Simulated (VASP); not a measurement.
Input of a VASP 6.6.1 run:

Contents of POSCAR:

```
Ge3Pd
1.0
    4.1142233503      0.0000000000      0.0000000000
    0.0000000000      4.1142233503      0.0000000000
    0.0000000000      0.0000000000      4.1142233503
Pd Ge
1 3
Direct
    0.0000000000      0.0000000000      0.0000000000
    0.5000000000      0.5000000000      0.0000000000
    0.5000000000      0.0000000000      0.5000000000
    0.0000000000      0.5000000000      0.5000000000
```

INCAR.step1

```
  ALGO = Normal
  EDIFF = 1E-4
  ENCUT = 520
  GGA = PE
  ISMEAR = -1
  LASPH = T
  LCHARG = F
  LREAL = F
  LWAVE = T
  NBANDS = 34
  NELM = 60
  PREC = Accurate
  SIGMA = 0.05
```

Contents of INCAR.step2:

```
  ALGO = Normal
  EDIFF = 1E-6
  ENCUT = 520
  ISIF = 2
  ISMEAR = -1
  ISTART = 1
  LASPH = T
  LCHARG = F
  LMIXTAU = T
  LREAL = F
  LWAVE = F
  METAGGA = R2SCAN
  NBANDS = 34
  NELM = 60
  PREC = Accurate
  SIGMA = 0.05
```

KPOINTS

```
k-points
0
Gamma
  7 7 7
```

Potentials or basis: VASP PAW PBE potentials, release 64 (Pd, Ge_d).

Launch:

```bash
$ cat potpaw_PBE.64/Pd/POTCAR potpaw_PBE.64/Ge_d/POTCAR > POTCAR
$ cp INCAR.step1 INCAR
$ mpirun -np 1 vasp_std > vasp.out
$ cp INCAR.step2 INCAR
$ mpirun -np 1 vasp_std > vasp.out
```

Estimate the band gap on the k mesh.

zero (band 26 reaches 7.93 eV, above the bottom of band 27 at 6.21 eV).

Predict the pressure.

-1.1 GPa.

Caveat: the PAW data sets were made with another functional, which shifts forces and pressure a little.
